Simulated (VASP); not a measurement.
GaSb: vibrations by perturbation theory with LDA

Crystal: GaSb.

```xyz
2
Lattice="0.0000 3.0590 3.0590 3.0590 0.0000 3.0590 3.0590 3.0590 0.0000" Properties=species:S:1:pos:R:3 pbc="T T T"
Ga    0.0000    0.0000    0.0000
Sb    1.5295    1.5295    1.5295
```

- Program: VASP 6.6.1
- Task: vibrations by perturbation theory
- Functional: LDA
- Potentials or basis: VASP PAW LDA potentials, release 64 (Ga_d, Sb)
- Cutoff: 500 eV
- k mesh: 6 × 6 × 6
- Occupations: gaussian, width 0.01 eV
- Spin: no spin polarisation
- Dipole correction: no
- Further INCAR settings: ALGO = Normal; EDIFF = 1e-08; NBANDS = 16; IBRION = 8; NSW = 1

```yaml
Highest_phonon_frequency_at_Γ_LO-TO_splitting_left_out: 143 cm⁻¹
```

Phonon frequencies in cm⁻¹ (negative: imaginary):
```tsv
q point	frequencies
(0.000, 0.000, 0.000)	0 0 0 143 143 143
```

It took 46 s on 1 thread of Intel(R) Xeon(R) 6975P-C (Granite Rapids) (shared host), peak memory 0.25 GiB.

Caveat: the cell wasn't relaxed at this level first, which shifts response properties.
